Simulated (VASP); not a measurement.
# W (Fm-3m) in VASP: settings compared

W is run at these levels: BLYP, r2SCAN; tasks: single point.

Program: VASP 6.6.1. These are calculated values, not measurements. Logs are shortened: lines on timing, memory, paths and dates and some standing lists are left out, and cuts for length are marked.

**1. The cell of the first run**

Symmetry: Fm-3m, No. 225, cubic system. Conventional cell: a = 4.084 Å, b = 4.084 Å, c = 4.084 Å, α = 90.00°, β = 90.00°, γ = 90.00°. Within 3.8 Å of W (site symmetry m-3m) lie 12 W at 2.89 Å.

**2. Single point, BLYP**

Contents of INCAR:

```
SYSTEM = W
AGGAC = 1.0 ; AGGAX = 1.0
ALDAC = 0.0 ; ALDAX = 1.0
ALGO = Normal ; EDIFF = 1E-7
ENCUT = 520 ; GGA = B5
ISIF = 2 ; ISMEAR = -1
LASPH = .TRUE. ; LCHARG = .FALSE.
LREAL = .FALSE. ; LWAVE = .FALSE.
NBANDS = 13 ; NELM = 80
PREC = Accurate ; SIGMA = 0.05
```

Contents of KPOINTS:

```
k-points
0
G
  11 11 11
  0 0 0
```

Contents of POSCAR:

```
W
1.0
    0.0000000000      2.0419137403      2.0419137403
    2.0419137403      0.0000000000      2.0419137403
    2.0419137403      2.0419137403      0.0000000000
W
1
Direct
    0.0000000000      0.0000000000      0.0000000000
```

Potentials or basis: VASP PAW PBE potentials, release 64 (W_sv).

Started as:

```sh
$ cat potpaw_PBE.64/W_sv/POTCAR > POTCAR
$ mpirun -np 1 vasp_std > vasp.out
```

OUTCAR:

```text
SYSTEM = W
   EDIFF = 1E-7
   ENCUT = 520
   GGA = B5
   ISIF = 2
   ISMEAR = -1
   LASPH = .TRUE.
   LREAL = .FALSE.
   NELM = 80
   PREC = Accurate

 ion  position               nearest neighbor table
   1  0.000  0.000  0.000-

  LATTYP: Found a face centered cubic cell.
 ALAT       =     4.0838274806

  Lattice vectors:

 A1 = (   0.0000000000,   2.0419137403,   2.0419137403)
 A2 = (   2.0419137403,   0.0000000000,   2.0419137403)
 A3 = (   2.0419137403,   2.0419137403,   0.0000000000)

Analysis of symmetry for initial positions (statically):
=====================================================================
 Subroutine PRICEL returns:
 Original cell was already a primitive cell.

 Routine SETGRP: Setting up the symmetry group for a
 face centered cubic supercell.

 Subroutine GETGRP returns: Found 48 space group operations
 (whereof 48 operations were pure point group operations)
 out of a pool of 48 trial point group operations.

The static configuration has the point symmetry O_h .

Analysis of symmetry for dynamics (positions and initial velocities):
=====================================================================
 Subroutine PRICEL returns:
 Original cell was already a primitive cell.

 Routine SETGRP: Setting up the symmetry group for a
 face centered cubic supercell.

 Subroutine GETGRP returns: Found 48 space group operations
 (whereof 48 operations were pure point group operations)
 out of a pool of 48 trial point group operations.

The dynamic configuration has the point symmetry O_h .

 Subroutine INISYM returns: Found 48 space group operations
 (whereof 48 operations are pure point group operations),
 and found     1 'primitive' translations

----------------------------------------------------------------------------------------

                                     Primitive cell

  volume of cell :      17.0272

  direct lattice vectors                    reciprocal lattice vectors
     0.000000000  2.041913740  2.041913740    -0.244868326  0.244868326  0.244868326
     2.041913740  0.000000000  2.041913740     0.244868326 -0.244868326  0.244868326
     2.041913740  2.041913740  0.000000000     0.244868326  0.244868326 -0.244868326

  length of vectors
     2.887702105  2.887702105  2.887702105     0.424124382  0.424124382  0.424124382

  position of ions in fractional coordinates (direct lattice)
     0.000000000  0.000000000  0.000000000

  ion indices of the primitive-cell ions
   primitive index   ion index
                 1           1

----------------------------------------------------------------------------------------

 KPOINTS: k-points

Automatic generation of k-mesh.
 Grid dimensions read from file:
 generate k-points for:   11   11   11

 Generating k-lattice:

  Cartesian coordinates                     Fractional coordinates (reciprocal lattice)
    -0.022260757  0.022260757  0.022260757     0.090909091  0.000000000  0.000000000
     0.022260757 -0.022260757  0.022260757     0.000000000  0.090909091  0.000000000
     0.022260757  0.022260757 -0.022260757     0.000000000  0.000000000  0.090909091

  Length of vectors
     0.038556762  0.038556762  0.038556762

  Shift w.r.t. Gamma in fractional coordinates (k-lattice)
     0.000000000  0.000000000  0.000000000

 Subroutine IBZKPT returns following result:
 ===========================================

 Found     56 irreducible k-points:

 Following reciprocal coordinates:
            Coordinates               Weight
  0.000000  0.000000  0.000000      1.000000
  0.090909  0.000000  0.000000      8.000000
  0.181818  0.000000  0.000000      8.000000
  0.272727  0.000000  0.000000      8.000000
  0.363636  0.000000  0.000000      8.000000
  0.454545  0.000000  0.000000      8.000000
[... 16 lines left out ...]
 -0.272727  0.181818  0.000000     24.000000
 -0.181818  0.181818  0.000000     12.000000
 [... further k-points ...]
   k-points           NKPTS =     56   k-points in BZ     NKDIM =     56   number of bands    NBANDS=     13
   number of dos      NEDOS =    301   number of ions     NIONS =      1
   total plane-waves  NPLWV =  13824
   dimension x,y,z NGX =    24 NGY =   24 NGZ =   24
   dimension x,y,z NGXF=    48 NGYF=   48 NGZF=   48
   ions per type =               1
   NGX,Y,Z   is equivalent  to a cutoff of  13.82, 13.82, 13.82 a.u.
   NGXF,Y,Z  is equivalent  to a cutoff of  27.63, 27.63, 27.63 a.u.
 SYSTEM =  W
   PREC   = accura    normal or accurate (medium, high low for compatibility)
   ISTART =      0    job   : 0-new  1-cont  2-samecut
   ICHARG =      2    charge: 1-file 2-atom 10-const
   ISPIN  =      1    spin polarized calculation?
   LNONCOLLINEAR =      F non collinear calculations
   LSORBIT =      F    spin-orbit coupling
   LASPH  =      T    aspherical Exc in radial PAW
   ENCUT  =  520.0 eV  38.22 Ry    6.18 a.u.   5.37  5.37  5.37*2*pi/ulx,y,z
   NELM   =     80;   NELMIN=  2; NELMDL= -5     # of ELM steps
   EDIFF  = 0.1E-06   stopping-criterion for ELM
   LREAL  =      F    real-space projection
   EDIFFG = 0.1E-05   stopping-criterion for IOM
   NSW    =      0    number of steps for IOM
   IBRION =     -1    ionic relax: 0-MD 1-quasi-New 2-CG
   NFREE  =      0    steps in history (QN), initial steepest desc. (CG)
   ISIF   =      2    stress and relaxation
   ISYM   =      2    0-nonsym 1-usesym 2-fastsym
   POTIM  = 0.5000    time-step for ionic-motion
   TEBEG  =    0.0;   TEEND  =   0.0 temperature during run
   PSTRESS=    0.0 pullay stress
   NELECT =      14.0000    total number of electrons
   NUPDOWN=      -1.0000    fix difference up-down
   EMIN   =  10.00;   EMAX   =-10.00  energy-range for DOS
   EFERMI =   0.00;   METHOD = LEGACY
   ISMEAR =    -1;   SIGMA  =   0.05  broadening in eV -4-tet -1-fermi 0-gaus
   EFERMI_NEDOS =   21; number of points for ismear=-14 and -15
   IALGO  =     38    algorithm
   IMIX   =      4    mixing-type and parameters
     AMIX     =   0.40;   BMIX     =  1.00
     AMIX_MAG =   1.60;   BMIX_MAG =  1.00
  volume/ion in A,a.u.               =      17.03       114.90
  Fermi-wavevector in a.u.,A,eV,Ry     =   1.533687  2.898249 32.003574  2.352196
  Thomas-Fermi vector in A             =   2.640720
   LORBIT       =      0    0 simple, 1 ext, 2 COOP (PROOUT), +10 PAW based schemes
   GGA     = B5    functional components
   LHFCALC =     F    Hartree Fock is set to
   AEXX    =    0.0000 exact exchange contribution
   IVDW    =     0    specifies the selected vdW correction
   LEPSILON=     F    determine dielectric tensor
   LRPA    =     F    only Hartree local field effects (RPA)
 non-spin polarized calculation
  energy-cutoff  :      520.00
  volume of cell :       17.03
 maximum number of plane-waves:       473
 NGX is ok and might be reduce to    24
   NGX = 11   NGY = 11   NGZ = 11

 number of electron      14.0000001 magnetization

 Free energy of the ion-electron system (eV)
  ---------------------------------------------------
  ext. energy  EPLUGINS =         0.00000000
  ---------------------------------------------------
  free energy    TOTEN  =       -10.84750527 eV

  energy without entropy =      -10.83825123  energy(sigma->0) =      -10.84287825

 E-fermi :  10.5081     XC(G=0): -12.5882

 val. band max:       10.4637918142   @ k =  -0.2727   0.0909   0.0000
 cond. band min:      10.5150224445   @ k =   0.1818   0.0909   0.0000
 fundamental gap:      0.0512306303
 Fermi energy:        10.5080660751

 k-point     1 :       0.0000    0.0000    0.0000
  band No.  band energies     occupation
      1     -62.7681      2.00000
      2     -26.7117      2.00000
      3     -26.7117      2.00000
      4     -26.7117      2.00000
      5       1.9493      2.00000
      6       9.9603      1.99997
      7       9.9603      1.99997
      8       9.9603      1.99997
      9      12.8935      0.00000
     10      12.8935      0.00000
     11      23.4510      0.00000
     12      28.5155      0.00000
     13      28.5155      0.00000

 k-point     2 :       0.0909    0.0000    0.0000
  band No.  band energies     occupation
      1     -62.7608      2.00000
      2     -26.7985      2.00000
      3     -26.7230      2.00000
      4     -26.7230      2.00000
      5       2.2944      2.00000
      6       9.7169      2.00000
      7      10.1152      1.99923
      8      10.1152      1.99923
      9      12.7662      0.00000
     10      12.7662      0.00000
     11      24.1178      0.00000
     12      27.2227      0.00000
     13      29.1530      0.00000

 k-point     3 :       0.1818    0.0000    0.0000
  band No.  band energies     occupation
      1     -62.7410      2.00000
      2     -27.0267      2.00000
      3     -26.7531      2.00000
      4     -26.7531      2.00000
      5       3.2241      2.00000
      6       9.2400      2.00000
      7      10.3904      1.82630
      8      10.3904      1.82630
      9      12.6699      0.00000
     10      12.6699      0.00000
     11      24.8350      0.00000
     12      26.2207      0.00000
     13      30.9175      0.00000
[... 305 lines left out ...]
 k-point    23 :      -0.2727    0.1818    0.0000
  band No.  band energies     occupation
      1     -62.6842      2.00000
      2     -27.4574      2.00000
      3     -27.0469      2.00000
      4     -26.8278      2.00000
      5       6.0391      2.00000
      6       8.7200      2.00000
      7       9.2788      2.00000
      8      10.9780      0.00017
      9      12.6136      0.00000
     10      16.1069      0.00000
     11      23.1525      0.00000
     12      26.6392      0.00000
     13      27.7854      0.00000

 k-point    24 :      -0.1818    0.1818    0.0000
  band No.  band energies     occupation
      1     -62.7062      2.00000
      2     -27.2887      2.00000
      3     -26.9553      2.00000
      4     -26.7824      2.00000
      5       5.0058      2.00000
      6       8.5462      2.00000
      7       9.9302      1.99998
      8      11.4150      0.00000
      9      11.4561      0.00000
     10      14.7537      0.00000
     11      24.7094      0.00000
     12      28.1537      0.00000
     13      28.9167      0.00000

 [... further k-points ...]
[... 5 lines left out ...]
  --------------------------------------------------------------------------------------
  -------------------------------------------------------------------------------------
  Total        0.1541313      0.1541313      0.1541313      0.0000000     -0.0000000      0.0000000
  in kB       14.5030502     14.5030502     14.5030502      0.0000000     -0.0000000      0.0000000
  external PRESSURE =      14.5030502 kB  Pullay stress =       0.0000000 kB

 VOLUME and BASIS-vectors are now :
 -----------------------------------------------------------------------------
  energy-cutoff  :      520.00
  volume of cell :       17.03
      direct lattice vectors                 reciprocal lattice vectors
     0.000000000  2.041913740  2.041913740    -0.244868326  0.244868326  0.244868326
     2.041913740  0.000000000  2.041913740     0.244868326 -0.244868326  0.244868326
     2.041913740  2.041913740  0.000000000     0.244868326  0.244868326 -0.244868326

 POSITION                                       TOTAL-FORCE (eV/Angst)
 -----------------------------------------------------------------------------------
      0.00000      0.00000      0.00000        -0.000000     -0.000000     -0.000000
 -----------------------------------------------------------------------------------
    total drift:                                0.000000     -0.000000     -0.000000

  FREE ENERGIE OF THE ION-ELECTRON SYSTEM (eV)
  ---------------------------------------------------
  free  energy   TOTEN  =       -10.8475052714 eV

  energy  without entropy=      -10.8382512305  energy(sigma->0) =      -10.84287825
```

It took 12 s on 1 thread of Intel Xeon Platinum 8259CL at 2.50GHz (Skylake/Cascade Lake), shared host; peak memory 0.14 GiB.

What came out:

```
Free energy            : -10.8475 eV
Pressure               : 1.5 GPa
Band gap on the k mesh : zero (band 7 reaches 13.26 eV, above the bottom of band 8 at 9.96 eV)
```

Caveat: the PAW data sets were made with another functional, which shifts forces and pressure a little; spin-orbit coupling is left out, which moves the levels of the heavy elements.

**3. Single point, r2SCAN**

This run uses another cell than the first one, of 16.73 Å³/atom, 0.983 times its volume.

Contents of POSCAR:

```
W
1.0
    0.0000000000      2.0300000000      2.0300000000
    2.0300000000      0.0000000000      2.0300000000
    2.0300000000      2.0300000000      0.0000000000
W
1
Direct
    0.0000000000      0.0000000000      0.0000000000
```

Contents of INCAR.step1:

```
SYSTEM = W
PREC     = Accurate       ! precision mode
ENCUT    = 520            ! plane-wave cutoff, eV
ISMEAR   = -1             ! smearing method
SIGMA    = 0.05           ! smearing width, eV
LREAL    = .False.        ! projectors in reciprocal space
LASPH    = .True.         ! aspherical terms in the spheres
NELM     = 80             ! most SCF steps
NBANDS   = 13             ! bands
GGA      = PE             ! functional
ALGO     = Normal         ! electronic algorithm
EDIFF    = 1E-4           ! SCF threshold, eV
LWAVE    = .True.         ! write WAVECAR
LCHARG   = .False.        ! write CHGCAR
```

Contents of INCAR.step2:

```
SYSTEM = W
PREC     = Accurate       ! precision mode
ENCUT    = 520            ! plane-wave cutoff, eV
EDIFF    = 1E-6           ! SCF threshold, eV
ISMEAR   = -1             ! smearing method
SIGMA    = 0.05           ! smearing width, eV
LREAL    = .False.        ! projectors in reciprocal space
LASPH    = .True.         ! aspherical terms in the spheres
NELM     = 80             ! most SCF steps
ALGO     = Normal         ! electronic algorithm
ISIF     = 2              ! what is computed and relaxed
LWAVE    = .False.        ! write WAVECAR
LCHARG   = .False.        ! write CHGCAR
METAGGA  = R2SCAN         ! meta-GGA
LMIXTAU  = .True.       
NBANDS   = 13             ! bands
ISTART   = 1
```

Contents of KPOINTS:

```
Automatic mesh
0
Gamma
  11 11 11
  0 0 0
```

Potentials or basis: VASP PAW PBE potentials, release 64 (W_sv).

Started as:

```sh
$ cat potpaw_PBE.64/W_sv/POTCAR > POTCAR
$ cp INCAR.step1 INCAR
$ mpirun -np 1 vasp_std > vasp.out
$ cp INCAR.step2 INCAR
$ mpirun -np 1 vasp_std > vasp.out
```

Wall time 31 s (1 thread of Intel Xeon Platinum 8259CL at 2.50GHz (Skylake/Cascade Lake), shared host); peak memory 0.15 GiB.

Results (log left out):

- Free energy: -50.7958 eV
- Pressure: -8.4 GPa
- Band gap on the k mesh: zero (band 7 reaches 12.60 eV, above the bottom of band 8 at 9.52 eV)

Levels at points of the mesh, in eV from the Fermi level:
| k point | band 4 | band 5 | band 6 | band 7 | band 8 | band 9 | band 10 | band 11 |
| --- | --- | --- | --- | --- | --- | --- | --- | --- |
| (0.00, 0.00, 0.00) | -38.63 | -9.41 | -0.59 | -0.59 | -0.59 | 2.71 | 2.71 | 13.32 |

Caveat: the PAW data sets were made with another functional, which shifts forces and pressure a little; spin-orbit coupling is left out, which moves the levels of the heavy elements.
